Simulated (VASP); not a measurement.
**Ta4NiO11: single point with PBE**

Crystal: Ta4NiO11.

```
Ta Ni O
1.0
     1.95546  -14.81725    0.00000
     1.95546   14.81725    0.00000
     0.00000    0.00000    3.88549
Ta Ni O
4 1 11
Direct
  0.20433 0.79567 0.00000
  0.92469 0.07531 0.00000
  0.07531 0.92469 0.00000
  0.79567 0.20433 0.00000
  0.50000 0.50000 0.00000
  0.13977 0.86023 0.00000
  0.72103 0.27897 0.00000
  0.43669 0.56331 0.00000
  0.56331 0.43669 0.00000
  0.00000 0.00000 0.00000
  0.86023 0.13977 0.00000
  0.27897 0.72103 0.00000
  0.92815 0.07185 0.50000
  0.07185 0.92815 0.50000
  0.79428 0.20572 0.50000
  0.20572 0.79428 0.50000
```

```
Program             : VASP 6.6.1
Task                : single point
Functional          : PBE
Potentials or basis : VASP PAW PBE potentials, release 64 (Ta_pv, Ni, O)
Cutoff              : 600 eV
k mesh              : 5 × 5 × 5
Occupations         : fermi-dirac, width 0.05 eV
Spin                : collinear spin, ferromagnetic start
Starting moments    : [0.0, 0.0, 0.0, 0.0, 1.0, 0.0, 0.0, 0.0, 0.0, 0.0, 0.0, 0.0, 0.0, 0.0, 0.0, 0.0] μB
```

The pressure is 0.4 GPa and the largest force is 0.086 eV/Å. The band gap on the k mesh is zero (filled and empty bands overlap), the net moment is 0.00 μB per cell and the valence electrons inside the program's atomic spheres are Ta 8.74, 8.77 (each value once); Ni 9.23; O 5.09, 5.10, 4.99, 5.08 (each value once).

Forces on the atoms (eV/Å):
```
Ta   0.000 -0.045  0.000
Ta   0.000 -0.086  0.000
Ta   0.000  0.086  0.000
Ta   0.000  0.045  0.000
Ni   0.000  0.000  0.000
O    0.000 -0.004  0.000
O    0.000  0.000  0.000
O    0.000  0.001  0.000
O    0.000 -0.001  0.000
O    0.000  0.000  0.000
O    0.000  0.004  0.000
O    0.000  0.000  0.000
O    0.000  0.007  0.000
O    0.000 -0.007  0.000
O    0.000  0.000  0.000
O    0.000  0.000  0.000
```

Stress tensor (GPa, compression positive):
```
0.35 0.00 0.00
0.00 0.28 0.00
0.00 0.00 0.61
```

Levels at points of the mesh, in eV from the Fermi level:
Spin up:
| k point | band 58 | band 59 | band 60 | band 61 | band 62 | band 63 |
| --- | --- | --- | --- | --- | --- | --- |
| (0.00, 0.00, 0.00) | -1.07 | -0.83 | -0.26 | -0.16 | 1.12 | 1.38 |
Spin down:
```
           k point  band 57  band 58  band 59  band 60  band 61  band 62  band 63  band 64
(0.00, 0.00, 0.00)    -1.10    -1.07    -0.83    -0.26    -0.16     1.12     1.38     1.42
```

It took 54 min on 4 MPI ranks on Intel(R) Xeon(R) Platinum 8488C (Sapphire Rapids), on a shared host, peak memory 1.9 GiB a rank.

Caveat: the moments typed at the start vanished in this run; spin-orbit coupling is left out, which moves the levels of the heavy elements; semilocal functionals often make such compounds metallic where correlation or magnetic order opens a gap, which also shifts bond lengths. With open d or f shells a metallic result of PBE can be an artefact of self-interaction; +U or a hybrid may open a gap.
